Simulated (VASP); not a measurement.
# TiC (CsCl type) (Pm-3m) in VASP: further runs

Runs on TiC (CsCl type). Level: PBE. Tasks: relaxation of cell and atoms.

Program: VASP 6.6.1. These are calculated values, not measurements. Logs are shortened: lines on timing, memory, paths and dates and some standing lists are left out, and cuts for length are marked.

### 1 The cell of the first run

Symmetry: Pm-3m, No. 221, cubic system. Conventional cell: a = 2.476 Å, b = 2.476 Å, c = 2.476 Å, α = 90.00°, β = 90.00°, γ = 90.00°. Ti (site symmetry m-3m) has 8 C at 2.14 Å and 6 Ti at 2.48 Å within 2.8 Å. C (site symmetry m-3m) has 8 Ti at 2.14 Å and 6 C at 2.48 Å within 2.8 Å.

### 2 Relaxation of cell and atoms, PBE, target pressure 100 GPa, at which the enthalpy is minimised

INCAR

```
SYSTEM = TiC
PREC = Accurate
ENCUT = 600
EDIFF = 1E-7
ISMEAR = -1
SIGMA = 0.05
LREAL = .False.
LASPH = .True.
NELM = 60
ALGO = Normal
ISIF = 3
LWAVE = .False.
LCHARG = .False.
GGA = PE
IBRION = 2
NSW = 60
EDIFFG = -0.005
PSTRESS = 1000.0
```

KPOINTS

```
regular mesh
0
Gamma
  15 15 15
  0 0 0
```

POSCAR

```
TiC
1.0
    2.4757704184      0.0000000000      0.0000000000
    0.0000000000      2.4757704184      0.0000000000
    0.0000000000      0.0000000000      2.4757704184
Ti C
1 1
Direct
    0.0000000000      0.0000000000      0.0000000000
    0.5000000000      0.5000000000      0.5000000000
```

Potentials or basis: VASP PAW PBE potentials, release 64 (Ti_sv, C).

Run with:

```
> cat potpaw_PBE.64/Ti_sv/POTCAR potpaw_PBE.64/C/POTCAR > POTCAR
> mpirun -np 1 vasp_std > vasp.out
```

OUTCAR:

```text
SYSTEM = TiC
   PREC = Accurate
   ENCUT = 600
   EDIFF = 1E-7
   ISMEAR = -1
   LREAL = .False.
   LASPH = .True.
   NELM = 60
   ISIF = 3
   GGA = PE
   IBRION = 2
   NSW = 60
   EDIFFG = -0.005
   PSTRESS = 1000.0

 ion  position               nearest neighbor table
   1  0.000  0.000  0.000-   2 2.14   2 2.14   2 2.14   2 2.14   2 2.14   2 2.14   2 2.14   2 2.14

   2  0.500  0.500  0.500-   1 2.14   1 2.14   1 2.14   1 2.14   1 2.14   1 2.14   1 2.14   1 2.14

  LATTYP: Found a simple cubic cell.
 ALAT       =     2.4757704184

  Lattice vectors:

 A1 = (   2.4757704184,   0.0000000000,   0.0000000000)
 A2 = (   0.0000000000,   2.4757704184,   0.0000000000)
 A3 = (   0.0000000000,   0.0000000000,   2.4757704184)

Analysis of symmetry for initial positions (statically):
=====================================================================
 Subroutine PRICEL returns:
 Original cell was already a primitive cell.

 Routine SETGRP: Setting up the symmetry group for a
 simple cubic supercell.

 Subroutine GETGRP returns: Found 48 space group operations
[... 9 lines left out ...]

 Routine SETGRP: Setting up the symmetry group for a
 simple cubic supercell.

 Subroutine GETGRP returns: Found 48 space group operations
[... 11 lines left out ...]
                                     Primitive cell

  volume of cell :      15.1751

  direct lattice vectors                    reciprocal lattice vectors
     2.475770418  0.000000000  0.000000000     0.403914673  0.000000000  0.000000000
     0.000000000  2.475770418  0.000000000     0.000000000  0.403914673  0.000000000
     0.000000000  0.000000000  2.475770418     0.000000000  0.000000000  0.403914673

  length of vectors
     2.475770418  2.475770418  2.475770418     0.403914673  0.403914673  0.403914673

  position of ions in fractional coordinates (direct lattice)
     0.000000000  0.000000000  0.000000000
     0.500000000  0.500000000  0.500000000

  ion indices of the primitive-cell ions
   primitive index   ion index
                 1           1
                 2           2

----------------------------------------------------------------------------------------

 KPOINTS: regular mesh

Automatic generation of k-mesh.
 Grid dimensions read from file:
 generate k-points for:   15   15   15

 Generating k-lattice:

  Cartesian coordinates                     Fractional coordinates (reciprocal lattice)
     0.026927645  0.000000000  0.000000000     0.066666667  0.000000000  0.000000000
     0.000000000  0.026927645  0.000000000     0.000000000  0.066666667  0.000000000
     0.000000000  0.000000000  0.026927645     0.000000000  0.000000000  0.066666667

  Length of vectors
     0.026927645  0.026927645  0.026927645

  Shift w.r.t. Gamma in fractional coordinates (k-lattice)
     0.000000000  0.000000000  0.000000000

 Subroutine IBZKPT returns following result:
 ===========================================

 Found    120 irreducible k-points:

 Following reciprocal coordinates:
            Coordinates               Weight
  0.000000  0.000000  0.000000      1.000000
  0.066667  0.000000  0.000000      6.000000
  0.133333  0.000000  0.000000      6.000000
  0.200000  0.000000  0.000000      6.000000
  0.266667  0.000000  0.000000      6.000000
  0.333333  0.000000  0.000000      6.000000
[... 16 lines left out ...]
  0.266667  0.200000  0.000000     24.000000
  0.333333  0.200000  0.000000     24.000000
 [... further k-points ...]
   k-points           NKPTS =    120   k-points in BZ     NKDIM =    120   number of bands    NBANDS=     12
   number of dos      NEDOS =    301   number of ions     NIONS =      2
   total plane-waves  NPLWV =   8000
   dimension x,y,z NGX =    20 NGY =   20 NGZ =   20
   dimension x,y,z NGXF=    40 NGYF=   40 NGZF=   40
   ions per type =               1   1
   NGX,Y,Z   is equivalent  to a cutoff of  13.43, 13.43, 13.43 a.u.
   NGXF,Y,Z  is equivalent  to a cutoff of  26.86, 26.86, 26.86 a.u.
 SYSTEM =  TiC
   PREC   = accura    normal or accurate (medium, high low for compatibility)
   ISTART =      0    job   : 0-new  1-cont  2-samecut
   ICHARG =      2    charge: 1-file 2-atom 10-const
   ISPIN  =      1    spin polarized calculation?
   LNONCOLLINEAR =      F non collinear calculations
   LSORBIT =      F    spin-orbit coupling
   LASPH  =      T    aspherical Exc in radial PAW
   ENCUT  =  600.0 eV  44.10 Ry    6.64 a.u.   4.94  4.94  4.94*2*pi/ulx,y,z
   NELM   =     60;   NELMIN=  2; NELMDL= -5     # of ELM steps
   EDIFF  = 0.1E-06   stopping-criterion for ELM
   LREAL  =      F    real-space projection
   EDIFFG = -.5E-02   stopping-criterion for IOM
   NSW    =     60    number of steps for IOM
   IBRION =      2    ionic relax: 0-MD 1-quasi-New 2-CG
   NFREE  =      1    steps in history (QN), initial steepest desc. (CG)
   ISIF   =      3    stress and relaxation
   ISYM   =      2    0-nonsym 1-usesym 2-fastsym
   POTIM  = 0.5000    time-step for ionic-motion
   TEBEG  =    0.0;   TEEND  =   0.0 temperature during run
   PSTRESS= 1000.0 pullay stress
   NELECT =      16.0000    total number of electrons
   NUPDOWN=      -1.0000    fix difference up-down
   EMIN   =  10.00;   EMAX   =-10.00  energy-range for DOS
   EFERMI =   0.00;   METHOD = LEGACY
   ISMEAR =    -1;   SIGMA  =   0.05  broadening in eV -4-tet -1-fermi 0-gaus
   EFERMI_NEDOS =   21; number of points for ismear=-14 and -15
   IALGO  =     38    algorithm
   IMIX   =      4    mixing-type and parameters
     AMIX     =   0.40;   BMIX     =  1.00
     AMIX_MAG =   1.60;   BMIX_MAG =  1.00
  volume/ion in A,a.u.               =       7.59        51.20
  Fermi-wavevector in a.u.,A,eV,Ry     =   1.666241  3.148739 37.774654  2.776359
  Thomas-Fermi vector in A             =   2.752471
   LORBIT       =      0    0 simple, 1 ext, 2 COOP (PROOUT), +10 PAW based schemes
   GGA     = PE    functional components
   LHFCALC =     F    Hartree Fock is set to
   AEXX    =    0.0000 exact exchange contribution
   IVDW    =     0    specifies the selected vdW correction
   LEPSILON=     F    determine dielectric tensor
   LRPA    =     F    only Hartree local field effects (RPA)
 conjugate gradient relaxation of ions
 non-spin polarized calculation
  energy-cutoff  :      600.00
  volume of cell :       15.18
 maximum number of plane-waves:       518
 NGX is ok and might be reduce to    20
   NGX =  9   NGY =  9   NGZ =  9

--------------------------------------- Ionic step        1  -------------------------------------------

 number of electron      15.9999993 magnetization

 Free energy of the ion-electron system (eV)
  ---------------------------------------------------
  ext. energy  EPLUGINS =         0.00000000
  ---------------------------------------------------
  free energy    TOTEN  =       -15.15635847 eV

  energy without entropy =      -15.13626070  energy(sigma->0) =      -15.14630958

------------------------ aborting loop because EDIFF is reached ----------------------------------------

  FORCE on cell =-STRESS in cart. coord.  units (eV):
  Direction    XX          YY          ZZ          XY          YZ          ZX
  --------------------------------------------------------------------------------------
  -------------------------------------------------------------------------------------
  Total        9.6216267      9.6216267      9.6216267     -0.0000000      0.0000000     -0.0000000
  in kB     1015.8462399   1015.8462399   1015.8462399     -0.0000000      0.0000000     -0.0000000
  external PRESSURE =      15.8462399 kB  Pullay stress =    1000.0000000 kB
[... 61 lines left out ...]
  enthalpy is  TOTEN    =        -5.6833248893 eV   P V=        9.5747815459

--------------------------------------- Ionic step        3  -------------------------------------------

 number of electron      15.9999992 magnetization

 Free energy of the ion-electron system (eV)
  ---------------------------------------------------
  ext. energy  EPLUGINS =         0.00000000
  ---------------------------------------------------
  free energy    TOTEN  =       -15.18329902 eV

  energy without entropy =      -15.16311502  energy(sigma->0) =      -15.17320702

 E-fermi :  13.7061     XC(G=0): -14.3523

 val. band max:       13.7023372717   @ k =   0.4000   0.2667   0.1333
 cond. band min:      13.7089384390   @ k =   0.4667   0.2667   0.0667
 fundamental gap:      0.0066011672
 Fermi energy:        13.7061264031

 k-point     1 :       0.0000    0.0000    0.0000
  band No.  band energies     occupation
      1     -42.6272      2.00000
      2     -18.1057      2.00000
      3     -18.1057      2.00000
      4     -18.1057      2.00000
      5      -0.7935      2.00000
      6      11.2977      2.00000
      7      11.2977      2.00000
      8      15.6952      0.00000
      9      15.6952      0.00000
     10      15.6952      0.00000
     11      18.2167      0.00000
     12      18.2167      0.00000
[... 331 lines left out ...]
 k-point    24 :       0.3333    0.2000    0.0000
  band No.  band energies     occupation
      1     -42.3383      2.00000
      2     -19.3182      2.00000
      3     -18.5440      2.00000
      4     -17.9182      2.00000
      5       2.1495      2.00000
      6       8.5726      2.00000
      7      11.1373      2.00000
      8      13.3689      1.99765
      9      13.5516      1.91296
     10      17.2889      0.00000
     11      18.2231      0.00000
     12      20.7026      0.00000

 [... further k-points ...]

------------------------ aborting loop because EDIFF is reached ----------------------------------------

  FORCE on cell =-STRESS in cart. coord.  units (eV):
  Direction    XX          YY          ZZ          XY          YZ          ZX
  --------------------------------------------------------------------------------------
  -------------------------------------------------------------------------------------
  Total        9.4977362      9.4977362      9.4977362      0.0000000      0.0000000     -0.0000000
  in kB      999.9437625    999.9437625    999.9437625      0.0000000      0.0000000     -0.0000000
  external PRESSURE =      -0.0562375 kB  Pullay stress =    1000.0000000 kB
[... 17 lines left out ...]
  FREE ENERGIE OF THE ION-ELECTRON SYSTEM (eV)
  ---------------------------------------------------
  free  energy   TOTEN  =       -15.1832990172 eV

  energy  without entropy=      -15.1631150154  energy(sigma->0) =      -15.17320702

  enthalpy is  TOTEN    =        -5.6850286889 eV   P V=        9.4982703283

 reached required accuracy - stopping structural energy minimisation
```

It took 40 s on 1 thread of Intel Xeon Platinum 8488C (Sapphire Rapids), shared host; peak memory 0.15 GiB.

Results:

| Item | Value |
| --- | --- |
| Free energy | -15.1833 eV |
| Relaxed volume | 7.61 Å³/atom |
| Relaxed cell | a = 2.478 Å, b = 2.478 Å, c = 2.478 Å, α = 90.00°, β = 90.00°, γ = 90.00° |
| Space group after relaxing (to 0.05 Å) | Pm-3m (No. 221) |
| Energy change on relaxing (the enthalpy is what falls) | -13.5 meV/atom |
| Ionic steps | 3 |
| Pressure after relaxing | 100.0 GPa |
| Band gap on the k mesh | zero (band 8 reaches 15.70 eV, above the bottom of band 9 at 12.50 eV) |

Step by step:
```tsv
step	energy change (eV)	largest force (eV/Å)	pressure (GPa)	volume (Å³)
1	0.0000	0.0000	101.58	15.18
2	-0.1017	0.0000	95.58	15.34
3	-0.0269	0.0000	99.99	15.22
```

Final structure:
```yaml
crystal:
  lattice:
    - [2.47810, 0.00000, 0.00000]
    - [0.00000, 2.47810, 0.00000]
    - [0.00000, 0.00000, 2.47810]
  atoms:
    - { symbol: Ti, position: [0.00000, 0.00000, 0.00000] }
    - { symbol: C, position: [0.50000, 0.50000, 0.50000] }
```

Caveat: the cell is relaxed towards a set pressure, so the enthalpy falls and the energy may rise.

### 3 Relaxation of cell and atoms, PBE, target pressure 100 GPa, at which the enthalpy is minimised

This run uses another cell than the first one, of 7.61 Å³/atom, 1.003 times its volume.

INCAR

```
PREC = Accurate ; ENCUT = 600
EDIFF = 1E-6 ; ISMEAR = -1
SIGMA = 0.05 ; LREAL = F
LASPH = T ; NELM = 80
ALGO = Normal ; ISIF = 3
LWAVE = F ; LCHARG = F
GGA = PE ; IBRION = 2
NSW = 32 ; EDIFFG = -0.005
PSTRESS = 1000.0
```

KPOINTS

```
Automatic mesh
0
Gamma
  15 15 15
```

POSCAR

```
TiC
1.0
    2.4779710344      0.0000000000      0.0000000000
    0.0000000000      2.4779710344      0.0000000000
    0.0000000000      0.0000000000      2.4779710344
Ti C
1 1
Direct
    0.0000000000      0.0000000000      0.0000000000
    0.5000000000      0.5000000000      0.5000000000
```

Potentials or basis: VASP PAW PBE potentials, release 64 (Ti_sv, C).

Run with:

```
> cat potpaw_PBE.64/Ti_sv/POTCAR potpaw_PBE.64/C/POTCAR > POTCAR
> mpirun -np 1 vasp_std > vasp.out
```

OUTCAR:

```text
PREC = Accurate
   ENCUT = 600
   EDIFF = 1E-6
   ISMEAR = -1
   LREAL = F
   LASPH = T
   NELM = 80
   ISIF = 3
   GGA = PE
   IBRION = 2
   NSW = 32
   EDIFFG = -0.005
   PSTRESS = 1000.0

 ion  position               nearest neighbor table
   1  0.000  0.000  0.000-   2 2.15   2 2.15   2 2.15   2 2.15   2 2.15   2 2.15   2 2.15   2 2.15

   2  0.500  0.500  0.500-   1 2.15   1 2.15   1 2.15   1 2.15   1 2.15   1 2.15   1 2.15   1 2.15

  LATTYP: Found a simple cubic cell.
 ALAT       =     2.4779710344

  Lattice vectors:

[... 552 lines left out ...]
  --------------------------------------------------------------------------------------
  -------------------------------------------------------------------------------------
  Total        9.4983873      9.4983873      9.4983873     -0.0000000     -0.0000000      0.0000000
  in kB     1000.1652933   1000.1652933   1000.1652933     -0.0000000     -0.0000000      0.0000000
  external PRESSURE =       0.1652933 kB  Pullay stress =    1000.0000000 kB

 VOLUME and BASIS-vectors are now :
 -----------------------------------------------------------------------------
  energy-cutoff  :      600.00
  volume of cell :       15.22
      direct lattice vectors                 reciprocal lattice vectors
     2.477971034  0.000000000  0.000000000     0.403555968  0.000000000  0.000000000
     0.000000000  2.477971034  0.000000000     0.000000000  0.403555968  0.000000000
     0.000000000  0.000000000  2.477971034     0.000000000  0.000000000  0.403555968

 POSITION                                       TOTAL-FORCE (eV/Angst)
 -----------------------------------------------------------------------------------
      0.00000      0.00000      0.00000         0.000000      0.000000      0.000000
      1.23899      1.23899      1.23899         0.000000      0.000000      0.000000
 -----------------------------------------------------------------------------------
    total drift:                                0.000000      0.000000      0.000000

  FREE ENERGIE OF THE ION-ELECTRON SYSTEM (eV)
  ---------------------------------------------------
  free  energy   TOTEN  =       -15.1819101435 eV

  energy  without entropy=      -15.1617299200  energy(sigma->0) =      -15.17182003

  enthalpy is  TOTEN    =        -5.6850926035 eV   P V=        9.4968175401

 reached required accuracy - stopping structural energy minimisation
```

OSZICAR:

```text
N       E                     dE             d eps       ncg     rms          rms(c)
DAV:   1     0.127167732379E+03    0.12717E+03   -0.91857E+03  2896   0.186E+03
DAV:   2    -0.103432296417E+02   -0.13751E+03   -0.13064E+03  3016   0.416E+02
DAV:   3    -0.198682190147E+02   -0.95250E+01   -0.85475E+01  3772   0.969E+01
DAV:   4    -0.202368708059E+02   -0.36865E+00   -0.36738E+00  3616   0.180E+01
DAV:   5    -0.202498810333E+02   -0.13010E-01   -0.13009E-01  3844   0.294E+00    0.225E+01
DAV:   6    -0.168969563149E+02    0.33529E+01   -0.33845E+01  3428   0.772E+01    0.110E+01
DAV:   7    -0.151424532204E+02    0.17545E+01   -0.72528E+00  3576   0.354E+01    0.783E+00
DAV:   8    -0.151738895507E+02   -0.31436E-01   -0.31103E-01  3116   0.736E+00    0.251E+00
DAV:   9    -0.151830943943E+02   -0.92048E-02   -0.67906E-02  4164   0.255E+00    0.784E-01
DAV:  10    -0.151831855746E+02   -0.91180E-04   -0.19016E-03  3256   0.387E-01    0.753E-01
DAV:  11    -0.151822351357E+02    0.95044E-03   -0.10543E-02  3144   0.170E+00    0.246E-01
DAV:  12    -0.151819721540E+02    0.26298E-03   -0.60712E-04  3208   0.427E-01    0.123E-01
DAV:  13    -0.151819093055E+02    0.62848E-04   -0.21568E-04  3212   0.195E-01    0.405E-03
DAV:  14    -0.151819107224E+02   -0.14168E-05   -0.17969E-05  3512   0.500E-02    0.166E-02
DAV:  15    -0.151819101435E+02    0.57884E-06   -0.10255E-06  2156   0.106E-02
   1 F= -.56850926E+01 E0= -.56750025E+01  d E =-.568509E+01
```

CONTCAR:

```text
TiC
   1.00000000000000
     2.4779710343999999    0.0000000000000000    0.0000000000000000
     0.0000000000000000    2.4779710343999999    0.0000000000000000
     0.0000000000000000    0.0000000000000000    2.4779710343999999
  Ti              C
     1     1
Direct
     0.0000000000000000    0.0000000000000000    0.0000000000000000
     0.5000000000000000    0.5000000000000000    0.5000000000000000

  0.00000000E+00  0.00000000E+00  0.00000000E+00
  0.00000000E+00  0.00000000E+00  0.00000000E+00
```

Wall time 16 s (1 thread of Intel Xeon Platinum 8488C (Sapphire Rapids), shared host); peak memory 0.14 GiB.

Results:

* Free energy: -15.1819 eV
* Pressure after relaxing: 100.0 GPa
* Band gap on the k mesh: zero (band 8 reaches 15.70 eV, above the bottom of band 9 at 12.50 eV)

Final structure:
```
Ti C
1.0
     2.47797    0.00000    0.00000
     0.00000    2.47797    0.00000
     0.00000    0.00000    2.47797
Ti C
1 1
Direct
  0.00000 0.00000 0.00000
  0.50000 0.50000 0.50000
```

Caveat: the relaxation stopped at its first step, so nothing moved; the cell is relaxed towards a set pressure, so the enthalpy falls and the energy may rise.
